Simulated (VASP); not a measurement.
# NaI: single point with r2SCAN

NaI, a slab with vacuum:

```
I Na
1.0
     3.20000    3.20000    0.00000
    -3.20000    3.20000    0.00000
     0.00000    0.00000   22.60000
I Na
4 4
Direct
  0.49953 0.49997 0.28437
  0.49982 0.50062 0.56958
  0.99880 0.00036 0.43136
  0.99997 0.00104 0.71638
  0.00026 0.99937 0.29278
  0.00018 0.00059 0.57458
  0.49905 0.49999 0.42617
  0.50028 0.50148 0.70809
```

```
Program             : VASP 6.6.1
Task                : single point
Functional          : r2SCAN
Potentials or basis : VASP PAW PBE potentials, release 64 (I, Na_pv)
Cutoff              : 520 eV
k mesh              : 4 × 4 × 1
Occupations         : fermi-dirac, width 0.05 eV
Spin                : no spin polarisation
```

* Largest force: 0.046 eV/Å
* Band gap on the k mesh: 4.60 eV

Forces in eV/Å, atoms in the order of the input:
```
I    0.003  0.000 -0.037
I    0.000  0.001  0.011
I    0.003  0.001 -0.017
I   -0.001  0.002  0.046
Na  -0.003 -0.001 -0.017
Na  -0.002 -0.002  0.000
Na   0.000  0.003  0.021
Na   0.001 -0.004 -0.007
```

Levels at points of the mesh, in eV from the valence-band top:
```tsv
k point	band 25	band 26	band 27	band 28	band 29	band 30	band 31	band 32
(0.00, 0.00, 0.00)	-0.18	-0.15	0.00	0.00	4.60	5.00	5.62	5.80
(0.50, 0.00, 0.00)	-0.26	-0.26	-0.14	-0.13	5.93	5.94	6.46	6.47
(0.00, 0.50, 0.00)	-0.26	-0.26	-0.14	-0.13	5.93	5.94	6.46	6.47
(0.50, 0.50, 0.00)	-0.86	-0.85	-0.45	-0.45	5.41	5.41	6.08	6.08
```

It took 26 min on 1 thread of Oxide Virtual Turin-like Processor (shared host), peak memory 0.59 GiB.

Caveat: the PAW data sets were made with another functional, which shifts forces and pressure a little; spin-orbit coupling is left out, which moves the levels of the heavy elements.
